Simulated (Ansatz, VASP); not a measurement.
Cl in VASP and in Ansatz

```
CELL_PARAMETERS angstrom
-2.30192 2.30192 1.06338
2.30192 -2.30192 1.06338
2.30192 2.30192 -1.06338
ATOMIC_POSITIONS crystal
Cl 0.62500 0.87500 0.75000
Cl 0.37500 0.12500 0.25000
```

Change from the starting cell: volume scaled by 0.45, LAPW.

Alike in both runs: task single point; functional PBE; k mesh 16 × 16 × 16; occupations fermi-dirac, width 0.08 eV; no spin polarisation.

|  | VASP | Ansatz |
| --- | --- | --- |
| version | VASP 6.6.1 | Ansatz 0.2.0 |
| potentials or method | VASP PAW PBE potentials, release 64 (Cl), cutoff 520 eV | all-electron LAPW, scalar-relativistic |

```tsv
	VASP	Ansatz	Ansatz less VASP
pressure (GPa)	119.0	119.9	+0.96
traceless stress, the component that is largest in VASP (GPa)	-1.31	-0.16	+1.151
```

Both programs put the cell under a high pressure, so it lies far from rest at this level. Ansatz ran all-electron here, and VASP with PAW potentials.

Noted on VASP's run: the cell as given lies far from equilibrium.
